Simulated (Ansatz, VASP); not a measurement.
# Two plane-wave programs on ZrB

File INCAR:

```
SYSTEM = ZrB
  PREC = Accurate
  ENCUT = 520
  EDIFF = 1E-6
  ISMEAR = -1
  SIGMA = 0.05
  LREAL = .False.
  LASPH = .True.
  NELM = 60
  ALGO = Normal
  ISIF = 2
  LWAVE = .False.
  LCHARG = .False.
  GGA = CA
  NBANDS = 14
```

Contents of KPOINTS:

```
regular mesh
0
Gamma
  10 10 10
  0 0 0
```

POSCAR

```
ZrB
1.0
    0.0000000000      2.3705998121      2.3705998121
    2.3705998121      0.0000000000      2.3705998121
    2.3705998121      2.3705998121      0.0000000000
Zr B
1 1
Direct
    0.0000000000      0.0000000000      0.0000000000
    0.5000000000      0.5000000000      0.5000000000
```

Contents of input.yaml:

```yaml
crystal:
  lattice:
    - [0.0, 2.3705998121, 2.3705998121]
    - [2.3705998121, 0.0, 2.3705998121]
    - [2.3705998121, 2.3705998121, 0.0]
  atoms:
    - { symbol: Zr, position: [0.0, 0.0, 0.0] }
    - { symbol: B, position: [0.5, 0.5, 0.5] }
hamiltonian:
  xc: lda
  pseudopotentials: { kind: paw }
kpoints:
  mp_grid: { grid: [10, 10, 10] }
scf:
  occupations: { method: fermi_dirac, width: 0.05 }
output:
  forces: true
  stress: true
  eigenvalues: true
```

Alike in both runs: task single point; functional LDA; k mesh 10 × 10 × 10; occupations fermi-dirac, width 0.05 eV; no spin polarisation.

|  | VASP | Ansatz |
| --- | --- | --- |
| version | VASP 6.6.1 | Ansatz 0.2.0 |
| potentials or method | VASP PAW LDA potentials, release 64 (Zr_sv, B) | Ansatz PAW |
| plane-wave cutoff (eV) | 520 | 420 |
| valence electrons in the cell | 15 | 15 |

|  | VASP | Ansatz | Ansatz less VASP |
| --- | --- | --- | --- |
| gap on the k mesh at the Fermi level (eV) | none | none | - |
| pressure (GPa) | 11.3 | 10.9 | -0.40 |

LDA's correlation is that of Perdew and Zunger in VASP and of Perdew and Wang (1992) in Ansatz. A gap of «none» marks a metal or a gap that the smearing closes.
